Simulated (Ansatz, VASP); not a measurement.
## Cr in VASP and in Ansatz

```xyz
2
Lattice="3.0271 0.0000 0.0000 0.0000 3.0271 0.0000 0.0000 0.0000 3.0271" Properties=species:S:1:pos:R:3 pbc="T T T"
Cr    0.0000    0.0000    0.0000
Cr    1.5136    1.5136    1.5136
```

Alike in both runs: task single point; functional PBEsol; k mesh 10 × 10 × 10; collinear spin.

|  | VASP | Ansatz |
| --- | --- | --- |
| version | VASP 6.6.1 | Ansatz 0.2.0 |
| potentials or method | VASP PAW PBE potentials, release 64 (Cr_pv), cutoff 520 eV | all-electron (LAPW or listed datasets) |
| occupations | fermi-dirac, width 0.1 eV | fermi-dirac |

|  | VASP | Ansatz | Ansatz less VASP |
| --- | --- | --- | --- |
| net moment per atom (μB) | 0.00 | 0.00 | 0.000 |
| size of the moment on the site where the two differ most (μB) | 2.04 | 2.01 | -0.031 |

VASP's potentials were made for PBE, not for PBEsol. Site moments also hang on the region over which each program counts them. Ansatz ran all-electron here, and VASP with PAW potentials.
